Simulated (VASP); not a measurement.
# GaN (Fm-3m) in VASP: settings compared, part 2 of 2

VASP 6.6.1. The steps go on from the part before.

### 5 Single point, LDA

This run uses another cell than the first one, of 10.12 Å³/atom, 1.040 times its volume.

INCAR reads:

```
SYSTEM = GaN
PREC = Accurate ; ENCUT = 520
EDIFF = 1E-6 ; ISMEAR = -1
SIGMA = 0.05 ; LREAL = .FALSE.
LASPH = .TRUE. ; NELM = 60
ALGO = Normal ; ISIF = 2
LWAVE = .FALSE. ; LCHARG = .TRUE.
LELF = .TRUE. ; LVHAR = .TRUE.
NBANDS = 16
```

KPOINTS reads:

```
Automatic mesh
0
G
  11 11 11
  0 0 0
```

POSCAR reads:

```
GaN
1.0
    0.0000000000      2.1633334196      2.1633334196
    2.1633334196      0.0000000000      2.1633334196
    2.1633334196      2.1633334196      0.0000000000
Ga N
1 1
Direct
    0.0000000000      0.0000000000      0.0000000000
    0.5000000000      0.5000000000      0.5000000000
```

Potentials or basis: VASP PAW LDA potentials, release 64 (Ga_d, N).

On the command line:

```console
cat potpaw_LDA.64/Ga_d/POTCAR potpaw_LDA.64/N/POTCAR > POTCAR
mpirun -np 1 vasp_std > vasp.out
```

OUTCAR:

```text
SYSTEM = GaN
   PREC = Accurate
   ENCUT = 520
   EDIFF = 1E-6
   ISMEAR = -1
   LREAL = .FALSE.
   LASPH = .TRUE.
   NELM = 60
   ISIF = 2

 ion  position               nearest neighbor table
   1  0.000  0.000  0.000-   2 2.16   2 2.16   2 2.16   2 2.16   2 2.16   2 2.16
   2  0.500  0.500  0.500-   1 2.16   1 2.16   1 2.16   1 2.16   1 2.16   1 2.16

  LATTYP: Found a face centered cubic cell.
 ALAT       =     4.3266668392

  Lattice vectors:

 A1 = (   0.0000000000,   2.1633334196,   2.1633334196)
 A2 = (   2.1633334196,   0.0000000000,   2.1633334196)
 A3 = (   2.1633334196,   2.1633334196,   0.0000000000)

Analysis of symmetry for initial positions (statically):
=====================================================================
 Subroutine PRICEL returns:
 Original cell was already a primitive cell.

 Routine SETGRP: Setting up the symmetry group for a
 face centered cubic supercell.

 Subroutine GETGRP returns: Found 48 space group operations
 (whereof 48 operations were pure point group operations)
 out of a pool of 48 trial point group operations.

The static configuration has the point symmetry O_h .

[... 153 lines left out ...]
  ext. energy  EPLUGINS =         0.00000000
  ---------------------------------------------------
  free energy    TOTEN  =       -12.96139064 eV

  energy without entropy =      -12.96030737  energy(sigma->0) =      -12.96084900

 E-fermi :   6.9389     XC(G=0): -13.0819

 val. band max:        6.8214975537   @ k =  -0.1818   0.1818   0.0000
 cond. band min:       6.9598052974   @ k =   0.4545   0.4545   0.0000
 fundamental gap:      0.1383077438
 Fermi energy:         6.9388617964

 k-point     1 :       0.0000    0.0000    0.0000
  band No.  band energies     occupation
      1      -9.7016      2.00000
      2      -7.2988      2.00000
      3      -7.2988      2.00000
      4      -7.2988      2.00000
      5      -7.2181      2.00000
      6      -7.2181      2.00000
[... 433 lines left out ...]
      3      -7.3334      2.00000
      4      -7.3244      2.00000
      5      -7.2230      2.00000
      6      -6.9820      2.00000
[... 8 lines left out ...]
     15      24.0296      0.00000
     16      26.3534      0.00000

 [... further k-points ...]
[... 5 lines left out ...]
  --------------------------------------------------------------------------------------
  -------------------------------------------------------------------------------------
  Total       -2.4075437     -2.4075437     -2.4075437     -0.0000000      0.0000000     -0.0000000
  in kB     -190.4953574   -190.4953574   -190.4953574     -0.0000000      0.0000000     -0.0000000
  external PRESSURE =    -190.4953574 kB  Pullay stress =       0.0000000 kB

 VOLUME and BASIS-vectors are now :
 -----------------------------------------------------------------------------
  energy-cutoff  :      520.00
  volume of cell :       20.25
      direct lattice vectors                 reciprocal lattice vectors
     0.000000000  2.163333420  2.163333420    -0.231124798  0.231124798  0.231124798
     2.163333420  0.000000000  2.163333420     0.231124798 -0.231124798  0.231124798
     2.163333420  2.163333420  0.000000000     0.231124798  0.231124798 -0.231124798

 POSITION                                       TOTAL-FORCE (eV/Angst)
 -----------------------------------------------------------------------------------
      0.00000      0.00000      0.00000         0.000000     -0.000000     -0.000000
      2.16333      2.16333      2.16333        -0.000000      0.000000      0.000000
 -----------------------------------------------------------------------------------
    total drift:                                0.000000     -0.000000     -0.000000

  FREE ENERGIE OF THE ION-ELECTRON SYSTEM (eV)
  ---------------------------------------------------
  free  energy   TOTEN  =       -12.9613906389 eV

  energy  without entropy=      -12.9603073665  energy(sigma->0) =      -12.96084900
```

OSZICAR:

```text
N       E                     dE             d eps       ncg     rms          rms(c)
DAV:   1     0.733007382806E+02    0.73301E+02   -0.93835E+03  2056   0.208E+03
DAV:   2    -0.100040772590E+02   -0.83305E+02   -0.77039E+02  2080   0.320E+02
DAV:   3    -0.146460644463E+02   -0.46420E+01   -0.46282E+01  2120   0.624E+01
DAV:   4    -0.146838857834E+02   -0.37821E-01   -0.37819E-01  2168   0.590E+00
DAV:   5    -0.146843367643E+02   -0.45098E-03   -0.45098E-03  2144   0.612E-01    0.692E+00
DAV:   6    -0.130250113162E+02    0.16593E+01   -0.46016E+00  2536   0.382E+01    0.244E+00
DAV:   7    -0.129872519005E+02    0.37759E-01   -0.16945E-01  2152   0.524E+00    0.147E+00
DAV:   8    -0.129632519415E+02    0.24000E-01   -0.57026E-02  1928   0.224E+00    0.587E-01
DAV:   9    -0.129614046139E+02    0.18473E-02   -0.48642E-03  1984   0.952E-01    0.164E-01
DAV:  10    -0.129614046219E+02   -0.79785E-08   -0.33171E-04  2144   0.181E-01    0.930E-02
DAV:  11    -0.129613904485E+02    0.14173E-04   -0.32853E-05  2384   0.882E-02    0.141E-02
DAV:  12    -0.129613906389E+02   -0.19046E-06   -0.14114E-06  1800   0.177E-02
   1 F= -.12961391E+02 E0= -.12960849E+02  d E =-.108327E-02
```

stdout:

```text
POSCAR found type information on POSCAR GaN
 POSCAR found :  2 types and       2 ions
 scaLAPACK will be used
 LDA part: xc-table for (Slater(with rela. corr.)+CA(PZ))
 , standard interpolation
 POSCAR, INCAR and KPOINTS ok, starting setup
 FFT: planning ... GRIDC
 FFT: planning ... GRID_SOFT
 FFT: planning ... GRID
 WAVECAR not read
 entering main loop
```

Run time: 8 s. Hardware: 1 thread of Intel Xeon Platinum 8488C (Sapphire Rapids), shared host; peak memory 0.13 GiB.

What came out:

| Quantity | Value |
| --- | --- |
| Free energy | -12.9614 eV |
| Pressure | -19.0 GPa |
| Band gap on the k mesh | 0.14 eV, indirect (least direct gap 1.98 eV) |

### 6 Single point, LDA

This run uses another cell than the first one, of 10.32 Å³/atom, 1.060 times its volume.

INCAR reads:

```
PREC     = Accurate       # precision mode
ENCUT    = 520            # plane-wave cutoff, eV
EDIFF    = 1E-6           # SCF threshold, eV
ISMEAR   = -1             # smearing method
SIGMA    = 0.05           # smearing width, eV
LREAL    = F              # projectors in reciprocal space
LASPH    = T              # aspherical terms in the spheres
NELM     = 100            # most SCF steps
ALGO     = Normal         # electronic algorithm
ISIF     = 2              # what is computed and relaxed
LWAVE    = F              # write WAVECAR
LCHARG   = F              # write CHGCAR
GGA      = CA             # functional
NBANDS   = 16             # bands
```

KPOINTS reads:

```
regular mesh
0
Gamma
  11 11 11
```

POSCAR reads:

```
GaN
1.0
    0.0000000000      2.1771129849      2.1771129849
    2.1771129849      0.0000000000      2.1771129849
    2.1771129849      2.1771129849      0.0000000000
Ga N
1 1
Direct
    0.0000000000      0.0000000000      0.0000000000
    0.5000000000      0.5000000000      0.5000000000
```

Potentials or basis: VASP PAW LDA potentials, release 64 (Ga_d, N).

On the command line:

```console
cat potpaw_LDA.64/Ga_d/POTCAR potpaw_LDA.64/N/POTCAR > POTCAR
mpirun -np 1 vasp_std > vasp.out
```

OUTCAR:

```text
PREC = Accurate
   ENCUT = 520
   EDIFF = 1E-6
   ISMEAR = -1
   LREAL = F
   LASPH = T
   NELM = 100
   ISIF = 2
   GGA = CA

 ion  position               nearest neighbor table
   1  0.000  0.000  0.000-   2 2.18   2 2.18   2 2.18   2 2.18   2 2.18   2 2.18
   2  0.500  0.500  0.500-   1 2.18   1 2.18   1 2.18   1 2.18   1 2.18   1 2.18

  LATTYP: Found a face centered cubic cell.
 ALAT       =     4.3542259698

  Lattice vectors:

 A1 = (   0.0000000000,   2.1771129849,   2.1771129849)
 A2 = (   2.1771129849,   0.0000000000,   2.1771129849)
 A3 = (   2.1771129849,   2.1771129849,   0.0000000000)

Analysis of symmetry for initial positions (statically):
=====================================================================
 Subroutine PRICEL returns:
 Original cell was already a primitive cell.

 Routine SETGRP: Setting up the symmetry group for a
 face centered cubic supercell.

 Subroutine GETGRP returns: Found 48 space group operations
 (whereof 48 operations were pure point group operations)
 out of a pool of 48 trial point group operations.

The static configuration has the point symmetry O_h .

Analysis of symmetry for dynamics (positions and initial velocities):
=====================================================================
 Subroutine PRICEL returns:
 Original cell was already a primitive cell.

 Routine SETGRP: Setting up the symmetry group for a
 face centered cubic supercell.

 Subroutine GETGRP returns: Found 48 space group operations
 (whereof 48 operations were pure point group operations)
 out of a pool of 48 trial point group operations.

The dynamic configuration has the point symmetry O_h .

 Subroutine INISYM returns: Found 48 space group operations
 (whereof 48 operations are pure point group operations),
 and found     1 'primitive' translations

----------------------------------------------------------------------------------------

                                     Primitive cell

  volume of cell :      20.6383

  direct lattice vectors                    reciprocal lattice vectors
     0.000000000  2.177112985  2.177112985    -0.229661944  0.229661944  0.229661944
     2.177112985  0.000000000  2.177112985     0.229661944 -0.229661944  0.229661944
     2.177112985  2.177112985  0.000000000     0.229661944  0.229661944 -0.229661944

  length of vectors
     3.078902710  3.078902710  3.078902710     0.397786155  0.397786155  0.397786155

  position of ions in fractional coordinates (direct lattice)
     0.000000000  0.000000000  0.000000000
     0.500000000  0.500000000  0.500000000

  ion indices of the primitive-cell ions
   primitive index   ion index
                 1           1
                 2           2

----------------------------------------------------------------------------------------

 KPOINTS: regular mesh

Automatic generation of k-mesh.
 Grid dimensions read from file:
 generate k-points for:   11   11   11

 Generating k-lattice:

  Cartesian coordinates                     Fractional coordinates (reciprocal lattice)
    -0.020878359  0.020878359  0.020878359     0.090909091  0.000000000  0.000000000
     0.020878359 -0.020878359  0.020878359     0.000000000  0.090909091  0.000000000
     0.020878359  0.020878359 -0.020878359     0.000000000  0.000000000  0.090909091

  Length of vectors
     0.036162378  0.036162378  0.036162378

  Shift w.r.t. Gamma in fractional coordinates (k-lattice)
     0.000000000  0.000000000  0.000000000

 Subroutine IBZKPT returns following result:
 ===========================================

 Found     56 irreducible k-points:

 Following reciprocal coordinates:
            Coordinates               Weight
  0.000000  0.000000  0.000000      1.000000
  0.090909  0.000000  0.000000      8.000000
  0.181818  0.000000  0.000000      8.000000
  0.272727  0.000000  0.000000      8.000000
  0.363636  0.000000  0.000000      8.000000
  0.454545  0.000000  0.000000      8.000000
[... 16 lines left out ...]
 -0.272727  0.181818  0.000000     24.000000
 -0.181818  0.181818  0.000000     12.000000
 [... further k-points ...]
   k-points           NKPTS =     56   k-points in BZ     NKDIM =     56   number of bands    NBANDS=     16
   number of dos      NEDOS =    301   number of ions     NIONS =      2
   total plane-waves  NPLWV =  13824
   dimension x,y,z NGX =    24 NGY =   24 NGZ =   24
   dimension x,y,z NGXF=    48 NGYF=   48 NGZF=   48
   ions per type =               1   1
   NGX,Y,Z   is equivalent  to a cutoff of  12.96, 12.96, 12.96 a.u.
   NGXF,Y,Z  is equivalent  to a cutoff of  25.92, 25.92, 25.92 a.u.
 SYSTEM =  unknown system
   PREC   = accura    normal or accurate (medium, high low for compatibility)
   ISTART =      0    job   : 0-new  1-cont  2-samecut
   ICHARG =      2    charge: 1-file 2-atom 10-const
   ISPIN  =      1    spin polarized calculation?
   LNONCOLLINEAR =      F non collinear calculations
   LSORBIT =      F    spin-orbit coupling
   LASPH  =      T    aspherical Exc in radial PAW
   ENCUT  =  520.0 eV  38.22 Ry    6.18 a.u.   5.72  5.72  5.72*2*pi/ulx,y,z
   NELM   =    100;   NELMIN=  2; NELMDL= -5     # of ELM steps
   EDIFF  = 0.1E-05   stopping-criterion for ELM
   LREAL  =      F    real-space projection
   EDIFFG = 0.1E-04   stopping-criterion for IOM
   NSW    =      0    number of steps for IOM
   IBRION =     -1    ionic relax: 0-MD 1-quasi-New 2-CG
   NFREE  =      0    steps in history (QN), initial steepest desc. (CG)
   ISIF   =      2    stress and relaxation
   ISYM   =      2    0-nonsym 1-usesym 2-fastsym
   POTIM  = 0.5000    time-step for ionic-motion
   TEBEG  =    0.0;   TEEND  =   0.0 temperature during run
   PSTRESS=    0.0 pullay stress
   NELECT =      18.0000    total number of electrons
   NUPDOWN=      -1.0000    fix difference up-down
   EMIN   =  10.00;   EMAX   =-10.00  energy-range for DOS
   EFERMI =   0.00;   METHOD = LEGACY
   ISMEAR =    -1;   SIGMA  =   0.05  broadening in eV -4-tet -1-fermi 0-gaus
   EFERMI_NEDOS =   21; number of points for ismear=-14 and -15
   IALGO  =     38    algorithm
   IMIX   =      4    mixing-type and parameters
     AMIX     =   0.40;   BMIX     =  1.00
     AMIX_MAG =   1.60;   BMIX_MAG =  1.00
  volume/ion in A,a.u.               =      10.32        69.64
  Fermi-wavevector in a.u.,A,eV,Ry     =   1.564137  2.955790 33.286974  2.446524
  Thomas-Fermi vector in A             =   2.666805
   LORBIT       =      0    0 simple, 1 ext, 2 COOP (PROOUT), +10 PAW based schemes
   GGA     = CA    functional components
   LHFCALC =     F    Hartree Fock is set to
   AEXX    =    0.0000 exact exchange contribution
   IVDW    =     0    specifies the selected vdW correction
   LEPSILON=     F    determine dielectric tensor
   LRPA    =     F    only Hartree local field effects (RPA)
 non-spin polarized calculation
  energy-cutoff  :      520.00
  volume of cell :       20.64
 maximum number of plane-waves:       564
   NGX = 11   NGY = 11   NGZ = 11

 number of electron      17.9999989 magnetization

 Free energy of the ion-electron system (eV)
  ---------------------------------------------------
  ext. energy  EPLUGINS =         0.00000000
  ---------------------------------------------------
  free energy    TOTEN  =       -12.91186121 eV

  energy without entropy =      -12.91034820  energy(sigma->0) =      -12.91110471

 E-fermi :   6.6785     XC(G=0): -12.9759

 val. band max:        6.6274723478   @ k =   0.4545   0.4545   0.0000
 cond. band min:       7.1469884229   @ k =  -0.4545   0.4545   0.0000
 fundamental gap:      0.5195160751
 Fermi energy:         6.6785063450

 k-point     1 :       0.0000    0.0000    0.0000
  band No.  band energies     occupation
      1      -9.7512      2.00000
      2      -7.5282      2.00000
      3      -7.5282      2.00000
      4      -7.5282      2.00000
      5      -7.4515      2.00000
      6      -7.4515      2.00000
[... 8 lines left out ...]
     15      20.8990      0.00000
     16      20.8990      0.00000

 k-point     2 :       0.0909    0.0000    0.0000
  band No.  band energies     occupation
      1      -9.6022      2.00000
      2      -7.5322      2.00000
      3      -7.5212      2.00000
      4      -7.5212      2.00000
      5      -7.4594      2.00000
      6      -7.4594      2.00000
[... 8 lines left out ...]
     15      21.5617      0.00000
     16      21.5617      0.00000
[... 387 lines left out ...]
      5      -7.4173      2.00000
      6      -6.7886      2.00000
[... 8 lines left out ...]
     15      24.2823      0.00000
     16      26.5146      0.00000

 k-point    24 :      -0.1818    0.1818    0.0000
  band No.  band energies     occupation
      1      -8.4413      2.00000
      2      -7.5612      2.00000
      3      -7.5563      2.00000
      4      -7.5510      2.00000
      5      -7.4564      2.00000
      6      -7.2071      2.00000
[... 8 lines left out ...]
     15      23.5753      0.00000
     16      25.9125      0.00000

 [... further k-points ...]
[... 5 lines left out ...]
  --------------------------------------------------------------------------------------
  -------------------------------------------------------------------------------------
  Total       -2.7972812     -2.7972812     -2.7972812     -0.0000000     -0.0000000      0.0000000
  in kB     -217.1569903   -217.1569903   -217.1569903     -0.0000000     -0.0000000      0.0000000
  external PRESSURE =    -217.1569903 kB  Pullay stress =       0.0000000 kB

 VOLUME and BASIS-vectors are now :
 -----------------------------------------------------------------------------
  energy-cutoff  :      520.00
  volume of cell :       20.64
      direct lattice vectors                 reciprocal lattice vectors
     0.000000000  2.177112985  2.177112985    -0.229661944  0.229661944  0.229661944
     2.177112985  0.000000000  2.177112985     0.229661944 -0.229661944  0.229661944
     2.177112985  2.177112985  0.000000000     0.229661944  0.229661944 -0.229661944

 POSITION                                       TOTAL-FORCE (eV/Angst)
 -----------------------------------------------------------------------------------
      0.00000      0.00000      0.00000         0.000000      0.000000      0.000000
      2.17711      2.17711      2.17711         0.000000      0.000000     -0.000000
 -----------------------------------------------------------------------------------
    total drift:                                0.000000     -0.000000     -0.000000

  FREE ENERGIE OF THE ION-ELECTRON SYSTEM (eV)
  ---------------------------------------------------
  free  energy   TOTEN  =       -12.9118612094 eV

  energy  without entropy=      -12.9103482033  energy(sigma->0) =      -12.91110471
```

Run time: 7.4 s. Hardware: 1 thread of Intel Xeon Platinum 8488C (Sapphire Rapids), shared host; peak memory 0.14 GiB.

What came out:

```yaml
Free_energy: -12.9119 eV
Pressure: -21.7 GPa
```

### 7 Summary

| level | potentials or basis | cell | gap on the mesh (eV) | pressure (GPa) |
| --- | --- | --- | --- | --- |
| LDA | VASP PAW LDA potentials, release 64 (Ga_d, N) | a = 3.020 Å, angles 60.0°, 2 atoms | 0.36 | -12.5 |
| PBEsol | VASP PAW PBE potentials, release 64 (Ga_d, N) | a = 3.020 Å, angles 60.0°, 2 atoms | 0.46 | -7.2 |
| LDA | VASP PAW LDA potentials, release 64 (Ga_d, N) | a = 3.040 Å, angles 60.0°, 2 atoms | 0.25 | -16.0 |
| LDA | VASP PAW LDA potentials, release 64 (Ga_d, N) | a = 3.059 Å, angles 60.0°, 2 atoms | 0.14 | -19.0 |
| LDA | VASP PAW LDA potentials, release 64 (Ga_d, N) | a = 3.079 Å, angles 60.0°, 2 atoms | - | -21.7 |

Alike in all rows: task single point; no spin polarisation; k mesh 11 × 11 × 11; cutoff (eV) 520; smearing fermi-dirac 0.05 eV.

Caveats: the PAW data sets were made with another functional, which shifts forces and pressure a little (some runs).

Total energies depend on the potentials used, so only differences within one code and one set of settings carry meaning.
